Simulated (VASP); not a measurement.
Input of a VASP 6.6.1 run:

File POSCAR:

```
Bi2TeSe2
1.0
    2.0601287233      1.1894158729      9.4209601000
   -2.0601287233      1.1894158729      9.4209601000
    0.0000000000     -2.3788317459      9.4209601000
Bi Te Se
2 1 2
Direct
    0.3980600000      0.3980600000      0.3980600000
    0.6019400000      0.6019400000      0.6019400000
    0.0000000000      0.0000000000      0.0000000000
    0.2116000000      0.2116000000      0.2116000000
    0.7884000000      0.7884000000      0.7884000000
```

The input INCAR.step1:

```
PREC = Accurate ; ENCUT = 520
ISMEAR = 0 ; SIGMA = 0.05
LREAL = False ; LASPH = True
NELM = 60 ; NBANDS = 32
GGA = PE ; ALGO = Normal
EDIFF = 1E-4 ; LWAVE = True
LCHARG = False
```

The input INCAR.step2:

```
PREC = Accurate ; ENCUT = 520
EDIFF = 1E-7 ; ISMEAR = 0
SIGMA = 0.05 ; LREAL = False
LASPH = True ; NELM = 60
ALGO = Normal ; ISIF = 2
LWAVE = False ; LCHARG = True
METAGGA = R2SCAN ; LMIXTAU = True
LELF = True ; LVHAR = True
NBANDS = 32 ; ISTART = 1
```

The input KPOINTS:

```
Automatic mesh
0
Gamma
  6 6 6
```

Potentials or basis: VASP PAW PBE potentials, release 64 (Bi_d, Te, Se).

The run is started by

```bash
$ cat potpaw_PBE.64/Bi_d/POTCAR potpaw_PBE.64/Te/POTCAR potpaw_PBE.64/Se/POTCAR > POTCAR
$ cp INCAR.step1 INCAR
$ mpirun -np 1 vasp_std > vasp.out
$ cp INCAR.step2 INCAR
$ mpirun -np 1 vasp_std > vasp.out
```

(1) Predict the band gap on the k mesh.

(2) Estimate the pressure.

## Answers

(1) 0.67 eV.

(2) 8.9 GPa.

Caveat: the cell differs from its parent crystal (strain -0.015 along x and y, -0.030 along z); the cell stands under pressure; the PAW data sets were made with another functional, which shifts forces and pressure a little; spin-orbit coupling is left out, which moves the levels of the heavy elements.
